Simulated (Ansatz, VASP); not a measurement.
**Two plane-wave programs on CrSbC3**

```
Cr Sb C
1.0
     4.03390    0.00000    0.00000
     0.00000    4.03390    0.00000
     0.00000    0.00000    3.86805
Cr Sb C
1 1 3
Cartesian
  2.0169 2.0169 1.7821
  0.0000 0.0000 0.6071
  2.0169 2.0169 3.6069
  0.0000 2.0169 1.7597
  2.0169 0.0000 1.7597
```

Alike in both runs: functional PBE; k mesh 10 × 10 × 10; occupations gaussian, width 0.1 eV; no spin polarisation.

Ansatz relaxed the structure, and its values are those at the end. VASP's run is a single point on that final structure, the one shown.

|  | VASP | Ansatz |
| --- | --- | --- |
| version | VASP 6.6.1 | Ansatz 0.2.0 |
| potentials or method | VASP PAW PBE potentials, release 64 (Cr_pv, Sb, C), cutoff 520 eV | scalar-relativistic, plane waves, PAW |
| valence electrons in the cell | 29 | 41 |

Ansatz gave:

```
gap on the k mesh at the Fermi level (eV) : none
pressure (GPa)                            : 0.0
rms of the force components (eV/Å)        : 0.000
```

Q: Which values does VASP return?

A: gap on the k mesh at the Fermi level (eV): none; pressure (GPa): -0.1; rms of the force components (eV/Å): 0.014.

A gap of «none» marks a metal or a gap that the smearing closes. The functional is the same, so the differences come from potentials, cutoffs and numerics. VASP's potentials hold 29 valence electrons a cell and Ansatz's 41, so a difference there can come from the potentials and not from the codes.

Spin-orbit coupling is off throughout.
